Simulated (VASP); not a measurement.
# C: single point with LDA

C:

```
CELL_PARAMETERS angstrom
0.00000 2.18015 3.41015
1.25947 0.00000 3.41015
1.25947 2.18015 0.00000
ATOMIC_POSITIONS crystal
C 0.16671 0.83329 0.16671
C 0.83329 0.16671 0.83329
```

This cell differs from its parent crystal: strain +0.030 along x and y, +0.015 along z.

```
Program                : VASP 6.6.1
Task                   : single point
Functional             : LDA
Potentials or basis    : VASP PAW LDA potentials, release 64 (C)
Cutoff                 : 520 eV
k mesh                 : 16 × 16 × 16
Occupations            : gaussian, width 0.03 eV
Spin                   : no spin polarisation
Dipole correction      : no
Further INCAR settings : ALGO = Normal; EDIFF = 1e-06; NBANDS = 11
```

| Quantity | Value |
| --- | --- |
| Pressure | -21.4 GPa |
| Largest force | 0.025 eV/Å |
| Band gap on the k mesh | 0.18 eV, indirect (least direct gap 0.21 eV) |

Forces in eV/Å, atoms in the order of the input:
```
C    0.000 -0.025  0.000
C    0.000  0.025  0.000
```

Stress tensor (GPa, compression positive):
```
-31.90   0.00   0.00
  0.00 -32.17   0.00
  0.00   0.00  -0.21
```

Levels at points of the mesh, in eV from the valence-band top:
| k point | band 1 | band 2 | band 3 | band 4 | band 5 | band 6 | band 7 | band 8 |
| --- | --- | --- | --- | --- | --- | --- | --- | --- |
| (0.00, 0.00, 0.00) | -18.72 | -5.98 | -2.82 | -2.81 | 4.19 | 8.06 | 8.13 | 10.75 |
| (0.50, 0.00, 0.00) | -13.59 | -12.53 | -6.00 | -2.04 | 1.75 | 7.06 | 12.05 | 13.16 |
| (0.50, 0.50, 0.00) | -18.43 | -7.92 | -2.85 | -2.81 | 8.03 | 8.10 | 10.14 | 10.88 |
| (0.50, 0.00, 0.50) | -13.69 | -12.61 | -5.98 | -1.29 | 2.57 | 7.23 | 10.88 | 11.02 |
| (0.00, 0.50, 0.50) | -13.47 | -12.44 | -6.04 | -2.69 | 1.08 | 6.86 | 13.15 | 16.75 |

It took 110 s on 1 thread of Intel Xeon 6975P-C, on a shared host, peak memory 0.21 GiB.

Caveat: the cell differs from its parent crystal (strain +0.030 along x and y, +0.015 along z). A k mesh can miss the band edges.
